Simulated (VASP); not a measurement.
# C (P6/mmm) in VASP: further runs, part 2 of 2

VASP 6.6.1. The steps go on from the part before.

**3. Single point, LDA (volume scaled by 0.92)**

File INCAR:

```
SYSTEM = C
PREC     = Accurate       ! precision mode
ENCUT    = 520            ! plane-wave cutoff, eV
EDIFF    = 1E-6           ! SCF threshold, eV
ISMEAR   = -1             ! smearing method
SIGMA    = 0.1            ! smearing width, eV
LREAL    = .FALSE.        ! projectors in reciprocal space
LASPH    = .TRUE.         ! aspherical terms in the spheres
NELM     = 80             ! most SCF steps
ALGO     = Normal         ! electronic algorithm
ISIF     = 2              ! what is computed and relaxed
LWAVE    = .FALSE.        ! write WAVECAR
LCHARG   = .FALSE.        ! write CHGCAR
GGA      = CA             ! functional
NBANDS   = 13             ! bands
```

File KPOINTS:

```
Automatic mesh
0
G
  7 7 27
  0 0 0
```

File POSCAR:

```
C
1.0
    5.5390704375      0.0000000000      0.0000000000
   -2.7695352188      4.7969757122      0.0000000000
    0.0000000000      0.0000000000      1.2416919954
C
3
Direct
    0.0000000000      1.0000000000      0.0000000000
    0.3333333333      0.6666666667      0.5000000000
    0.6666666667      0.3333333333      0.5000000000
```

Potentials or basis: VASP PAW LDA potentials, release 64 (C).

Command:

```
cat potpaw_LDA.64/C/POTCAR > POTCAR
mpirun -np 1 vasp_std > vasp.out
```

OUTCAR:

```text
SYSTEM = C
   PREC = Accurate
   ENCUT = 520
   EDIFF = 1E-6
   ISMEAR = -1
   LREAL = .FALSE.
   LASPH = .TRUE.
   NELM = 80
   ISIF = 2
   GGA = CA

 ion  position               nearest neighbor table
   1  0.000  0.000  0.000-
   2  0.333  0.667  0.500-
   3  0.667  0.333  0.500-

  LATTYP: Found a hexagonal cell.
 ALAT       =     5.5390704375
 C/A-ratio  =     0.2241697428

  Lattice vectors:

 A1 = (   5.5390704375,   0.0000000000,   0.0000000000)
 A2 = (  -2.7695352188,   4.7969757122,   0.0000000000)
 A3 = (   0.0000000000,   0.0000000000,   1.2416919954)

Analysis of symmetry for initial positions (statically):
=====================================================================
 Subroutine PRICEL returns:
 Original cell was already a primitive cell.

 Routine SETGRP: Setting up the symmetry group for a
 hexagonal supercell.

 Subroutine GETGRP returns: Found 24 space group operations
 (whereof 24 operations were pure point group operations)
 out of a pool of 24 trial point group operations.

The static configuration has the point symmetry D_6h.

Analysis of symmetry for dynamics (positions and initial velocities):
=====================================================================
 Subroutine PRICEL returns:
 Original cell was already a primitive cell.

 Routine SETGRP: Setting up the symmetry group for a
 hexagonal supercell.

 Subroutine GETGRP returns: Found 24 space group operations
 (whereof 24 operations were pure point group operations)
 out of a pool of 24 trial point group operations.

The dynamic configuration has the point symmetry D_6h.

 Subroutine INISYM returns: Found 24 space group operations
 (whereof 24 operations are pure point group operations),
 and found     1 'primitive' translations

----------------------------------------------------------------------------------------

                                     Primitive cell

  volume of cell :      32.9927

  direct lattice vectors                    reciprocal lattice vectors
     5.539070438  0.000000000  0.000000000     0.180535707  0.104232339  0.000000000
    -2.769535219  4.796975712  0.000000000     0.000000000  0.208464679  0.000000000
     0.000000000  0.000000000  1.241691995     0.000000000  0.000000000  0.805352699

  length of vectors
     5.539070438  5.539070438  1.241691995     0.208464679  0.208464679  0.805352699

  position of ions in fractional coordinates (direct lattice)
     0.000000000  0.000000000  0.000000000
     0.333333333  0.666666667  0.500000000
     0.666666667  0.333333333  0.500000000

  ion indices of the primitive-cell ions
   primitive index   ion index
                 1           1
                 2           2
                 3           3

----------------------------------------------------------------------------------------

 KPOINTS: Automatic mesh

Automatic generation of k-mesh.
 Grid dimensions read from file:
 generate k-points for:    7    7   27

 Generating k-lattice:

  Cartesian coordinates                     Fractional coordinates (reciprocal lattice)
     0.025790815  0.014890334  0.000000000     0.142857143  0.000000000  0.000000000
     0.000000000  0.029780668  0.000000000     0.000000000  0.142857143  0.000000000
     0.000000000  0.000000000  0.029827878     0.000000000  0.000000000  0.037037037

  Length of vectors
     0.029780668  0.029780668  0.029827878

  Shift w.r.t. Gamma in fractional coordinates (k-lattice)
     0.000000000  0.000000000  0.000000000

 Subroutine IBZKPT returns following result:
 ===========================================

 Found    112 irreducible k-points:

 Following reciprocal coordinates:
            Coordinates               Weight
  0.000000  0.000000  0.000000      1.000000
  0.142857  0.000000  0.000000      6.000000
  0.285714  0.000000  0.000000      6.000000
  0.428571  0.000000  0.000000      6.000000
  0.142857  0.142857  0.000000      6.000000
  0.285714  0.142857  0.000000     12.000000
[... 16 lines left out ...]
  0.428571  0.142857  0.074074     12.000000
  0.285714  0.285714  0.074074     12.000000
 [... further k-points ...]
   k-points           NKPTS =    112   k-points in BZ     NKDIM =    112   number of bands    NBANDS=     13
   number of dos      NEDOS =    301   number of ions     NIONS =      3
   total plane-waves  NPLWV =  17640
   dimension x,y,z NGX =    42 NGY =   42 NGZ =   10
   dimension x,y,z NGXF=    84 NGYF=   84 NGZF=   20
   ions per type =               3
   NGX,Y,Z   is equivalent  to a cutoff of  12.61, 12.61, 13.39 a.u.
   NGXF,Y,Z  is equivalent  to a cutoff of  25.21, 25.21, 26.78 a.u.
 SYSTEM =  C
   PREC   = accura    normal or accurate (medium, high low for compatibility)
   ISTART =      0    job   : 0-new  1-cont  2-samecut
   ICHARG =      2    charge: 1-file 2-atom 10-const
   ISPIN  =      1    spin polarized calculation?
   LNONCOLLINEAR =      F non collinear calculations
   LSORBIT =      F    spin-orbit coupling
   LASPH  =      T    aspherical Exc in radial PAW
   ENCUT  =  520.0 eV  38.22 Ry    6.18 a.u.  10.30 10.30  2.31*2*pi/ulx,y,z
   NELM   =     80;   NELMIN=  2; NELMDL= -5     # of ELM steps
   EDIFF  = 0.1E-05   stopping-criterion for ELM
   LREAL  =      F    real-space projection
   EDIFFG = 0.1E-04   stopping-criterion for IOM
   NSW    =      0    number of steps for IOM
   IBRION =     -1    ionic relax: 0-MD 1-quasi-New 2-CG
   NFREE  =      0    steps in history (QN), initial steepest desc. (CG)
   ISIF   =      2    stress and relaxation
   ISYM   =      2    0-nonsym 1-usesym 2-fastsym
   POTIM  = 0.5000    time-step for ionic-motion
   TEBEG  =    0.0;   TEEND  =   0.0 temperature during run
   PSTRESS=    0.0 pullay stress
   NELECT =      12.0000    total number of electrons
   NUPDOWN=      -1.0000    fix difference up-down
   EMIN   =  10.00;   EMAX   =-10.00  energy-range for DOS
   EFERMI =   0.00;   METHOD = LEGACY
   ISMEAR =    -1;   SIGMA  =   0.10  broadening in eV -4-tet -1-fermi 0-gaus
   EFERMI_NEDOS =   21; number of points for ismear=-14 and -15
   IALGO  =     38    algorithm
   IMIX   =      4    mixing-type and parameters
     AMIX     =   0.40;   BMIX     =  1.00
     AMIX_MAG =   1.60;   BMIX_MAG =  1.00
  volume/ion in A,a.u.               =      11.00        74.22
  Fermi-wavevector in a.u.,A,eV,Ry     =   1.168591  2.208317 18.580178  1.365605
  Thomas-Fermi vector in A             =   2.305075
   LORBIT       =      0    0 simple, 1 ext, 2 COOP (PROOUT), +10 PAW based schemes
   GGA     = CA    functional components
   LHFCALC =     F    Hartree Fock is set to
   AEXX    =    0.0000 exact exchange contribution
   IVDW    =     0    specifies the selected vdW correction
   LEPSILON=     F    determine dielectric tensor
   LRPA    =     F    only Hartree local field effects (RPA)
 non-spin polarized calculation
  energy-cutoff  :      520.00
  volume of cell :       32.99
 maximum number of plane-waves:       923
 NGX is ok and might be reduce to    42
   NGX = 21   NGY = 21   NGZ =  5

 number of electron      12.0000003 magnetization

 Free energy of the ion-electron system (eV)
  ---------------------------------------------------
  ext. energy  EPLUGINS =         0.00000000
  ---------------------------------------------------
  free energy    TOTEN  =       -26.79047543 eV

  energy without entropy =      -26.77185906  energy(sigma->0) =      -26.78116725

 E-fermi :   1.8406     XC(G=0):  -9.8597

 val. band max:        1.8395556849   @ k =   0.1429   0.0000   0.2222
 cond. band min:       1.9010863430   @ k =   0.2857   0.0000   0.2222
 fundamental gap:      0.0615306581
 Fermi energy:         1.8406401241

 k-point     1 :       0.0000    0.0000    0.0000
  band No.  band energies     occupation
      1     -14.9984      2.00000
      2     -14.0379      2.00000
      3     -14.0375      2.00000
      4      -4.4591      2.00000
      5      -4.4591      2.00000
      6      -4.4589      2.00000
      7      -4.4589      2.00000
      8      -2.3709      2.00000
      9      -2.3709      2.00000
     10       7.5572      0.00000
     11      12.3885      0.00000
     12      12.3886      0.00000
     13      12.3887      0.00000
[... 353 lines left out ...]
 k-point    24 :       0.2857    0.2857    0.0741
  band No.  band energies     occupation
      1     -14.2176      2.00000
      2     -14.0379      2.00000
      3     -14.0377      2.00000
      4      -4.2520      2.00000
      5      -4.2519      2.00000
      6      -3.7261      2.00000
      7      -2.4095      2.00000
      8      -2.4094      2.00000
      9      -2.2484      2.00000
     10      10.0250      0.00000
     11      10.1667      0.00000
     12      10.1667      0.00000
     13      13.1094      0.00000

 [... further k-points ...]
[... 5 lines left out ...]
  --------------------------------------------------------------------------------------
  -------------------------------------------------------------------------------------
  Total        0.3295149      0.3295149     10.8244373     -0.0000000      0.0000000      0.0000000
  in kB       16.0017475     16.0017475    525.6511568     -0.0000000      0.0000000      0.0000000
  external PRESSURE =     185.8848839 kB  Pullay stress =       0.0000000 kB

 VOLUME and BASIS-vectors are now :
 -----------------------------------------------------------------------------
  energy-cutoff  :      520.00
  volume of cell :       32.99
      direct lattice vectors                 reciprocal lattice vectors
     5.539070438  0.000000000  0.000000000     0.180535707  0.104232339  0.000000000
    -2.769535219  4.796975712  0.000000000     0.000000000  0.208464679  0.000000000
     0.000000000  0.000000000  1.241691995     0.000000000  0.000000000  0.805352699

 POSITION                                       TOTAL-FORCE (eV/Angst)
 -----------------------------------------------------------------------------------
      0.00000      0.00000      0.00000        -0.000000      0.000000      0.000000
     -0.00000      3.19798      0.62085        -0.000000     -0.000000      0.000000
      2.76954      1.59899      0.62085         0.000000      0.000000      0.000000
 -----------------------------------------------------------------------------------
    total drift:                               -0.000000      0.000000      0.000000

  FREE ENERGIE OF THE ION-ELECTRON SYSTEM (eV)
  ---------------------------------------------------
  free  energy   TOTEN  =       -26.7904754296 eV

  energy  without entropy=      -26.7718590612  energy(sigma->0) =      -26.78116725
```

Wall time 25 s (1 thread of Intel Xeon Platinum 8488C (Sapphire Rapids), shared host); peak memory 0.15 GiB.

What came out:

```
Free energy            : -26.7905 eV
Pressure               : 18.6 GPa
Band gap on the k mesh : zero (band 6 reaches 12.89 eV, above the bottom of band 7 at -4.46 eV)
```

Stress tensor (GPa, compression positive):
```
 1.60  0.00  0.00
 0.00  1.60  0.00
 0.00  0.00 52.57
```

Levels at points of the mesh, in eV from the Fermi level:
```csv
k point,band 5,band 6,band 7,band 8,band 9,band 10
"(0.00, 0.00, 0.00)",-6.30,-6.30,-6.30,-4.21,-4.21,5.72
```

Caveat: the cell differs from its parent crystal (volume scaled by 0.92).

**4. Single point, LDA (volume scaled by 0.96)**

File INCAR:

```
ALGO = Normal ; EDIFF = 1E-6
ENCUT = 520 ; GGA = CA
ISIF = 2 ; ISMEAR = -1
LASPH = T ; LCHARG = F
LREAL = F ; LWAVE = F
NBANDS = 13 ; NELM = 100
PREC = Accurate ; SIGMA = 0.1
```

File KPOINTS:

```
k-points
0
Gamma
  7 7 27
```

File POSCAR:

```
C
1.0
    5.6182107074      0.0000000000      0.0000000000
   -2.8091053538      4.8655131964      0.0000000000
    0.0000000000      0.0000000000      1.2594328493
C
3
Direct
    0.0000000000      1.0000000000      0.0000000000
    0.3333333333      0.6666666667      0.5000000000
    0.6666666667      0.3333333333      0.5000000000
```

Command:

```
cat potpaw_LDA.64/C/POTCAR > POTCAR
mpirun -np 1 vasp_std > vasp.out
```

Wall time 24 s (1 thread of Intel Xeon Platinum 8488C (Sapphire Rapids), shared host); peak memory 0.14 GiB.

Results (log left out):

```yaml
Free_energy: -26.9114 eV
Pressure: 8.5 GPa
Band_gap_on_the_k_mesh: zero (band 6 reaches 11.86 eV, above the bottom of band 7 at -4.54 eV)
```

Stress tensor (GPa, compression positive):
```
 0.95  0.00  0.00
 0.00  0.95  0.00
 0.00  0.00 23.47
```

Levels at points of the mesh, in eV from the Fermi level:
```tsv
k point	band 3	band 4	band 5	band 6	band 7	band 8	band 9	band 10	band 11	band 12
(0.00, 0.00, 0.00)	-15.75	-6.07	-6.07	-6.07	-6.07	-4.10	-4.10	5.59	10.38	10.38
```

Caveat: the cell differs from its parent crystal (volume scaled by 0.96).

**5. Single point, LDA**

This run uses another cell than the first one, of 11.95 Å³/atom, 1.136 times its volume.

File INCAR:

```
  PREC = Accurate
  ENCUT = 520
  EDIFF = 1E-6
  ISMEAR = -1
  SIGMA = 0.1
  LREAL = False
  LASPH = True
  NELM = 60
  ALGO = Normal
  ISIF = 2
  LWAVE = False
  LCHARG = False
  GGA = CA
  NBANDS = 13
```

File KPOINTS:

```
regular mesh
0
Gamma
  7 7 27
```

File POSCAR:

```
C
1.0
    5.6951820627      0.0000000000      0.0000000000
   -2.8475910314      4.9321723455      0.0000000000
    0.0000000000      0.0000000000      1.2766874983
C
3
Direct
    0.0000000000      1.0000000000      0.0000000000
    0.3333333333      0.6666666667      0.5000000000
    0.6666666667      0.3333333333      0.5000000000
```

Command:

```
cat potpaw_LDA.64/C/POTCAR > POTCAR
mpirun -np 1 vasp_std > vasp.out
```

It took 27 s on 1 thread of Intel Xeon Platinum 8488C (Sapphire Rapids), shared host; peak memory 0.15 GiB.

The run converged. Its results:

- Free energy: -26.9492 eV
- Pressure: 0.0 GPa
- Band gap on the k mesh: zero (band 6 reaches 10.89 eV, above the bottom of band 7 at -4.61 eV)

Stress tensor (GPa, compression positive):
```
 0.45  0.00  0.00
 0.00  0.45  0.00
 0.00  0.00 -0.94
```

Levels at points of the mesh, in eV from the Fermi level:
| k point | band 4 | band 5 | band 6 | band 7 | band 8 | band 9 | band 10 | band 11 |
| --- | --- | --- | --- | --- | --- | --- | --- | --- |
| (0.00, 0.00, 0.00) | -5.87 | -5.87 | -5.87 | -5.87 | -4.00 | -4.00 | 5.47 | 10.22 |

**6. The runs side by side**

| cell | gap on the mesh (eV) | pressure (GPa) |
| --- | --- | --- |
| a = 5.458, b = 5.458, c = 1.223 Å, angles 90.0, 90.0, 120.0°, 3 atoms | none | 30.7 |
| a = 5.539, b = 5.539, c = 1.242 Å, angles 90.0, 90.0, 120.0°, 3 atoms | none | 18.6 |
| a = 5.618, b = 5.618, c = 1.259 Å, angles 90.0, 90.0, 120.0°, 3 atoms | none | 8.5 |
| a = 5.695, b = 5.695, c = 1.277 Å, angles 90.0, 90.0, 120.0°, 3 atoms | none | 0.0 |

Alike in all rows: task single point; level LDA; potentials or basis VASP PAW LDA potentials, release 64 (C); no spin polarisation; k mesh 7 × 7 × 27; cutoff (eV) 520; smearing fermi-dirac 0.1 eV.

Absolute energies hang on the potentials; compare differences alone.
